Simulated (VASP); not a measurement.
Write the native input for VASP 6.6.1 that does the following.

- Task: single point
- Functional: PBE
- Potentials or basis: VASP PAW PBE potentials, release 64 (Se)
- Cutoff: 520 eV
- k mesh: 5 × 5 × 5
- Occupations: fermi-dirac, width 0.1 eV
- Spin: no spin polarisation
- Dipole correction: no
- Further INCAR settings: ALGO = Normal; EDIFF = 1e-07; NBANDS = 13

The structure of Se lies in POSCAR:

```
Se
1.0
    0.0000000000      3.1670468410      3.1670468410
    3.1670468410      0.0000000000      3.1670468410
    3.1670468410      3.1670468410      0.0000000000
Se
2
Direct
    0.1250000000      0.1250000000      0.1250000000
    0.8750000000      0.8750000000      0.8750000000
```

The input as run:

INCAR

```
ALGO = Normal
EDIFF = 1E-7
ENCUT = 520
GGA = PE
ISIF = 2
ISMEAR = -1
LASPH = True
LCHARG = False
LREAL = False
LWAVE = False
NBANDS = 13
NELM = 60
PREC = Accurate
SIGMA = 0.1
```

KPOINTS

```
k-points
0
Gamma
  5 5 5
```

Potentials or basis: VASP PAW PBE potentials, release 64 (Se).

The run is started by

```sh
$ cat potpaw_PBE.64/Se/POTCAR > POTCAR
$ mpirun -np 1 vasp_std > vasp.out
```

It gave:

```
Pressure               : 0.0 GPa
Band gap on the k mesh : zero (band 6 reaches 2.23 eV, above the bottom of band 7 at 1.26 eV)
```

Run time: 8.9 s on 1 thread of Oxide Virtual Turin-like Processor (shared host), peak memory 0.16 GiB.
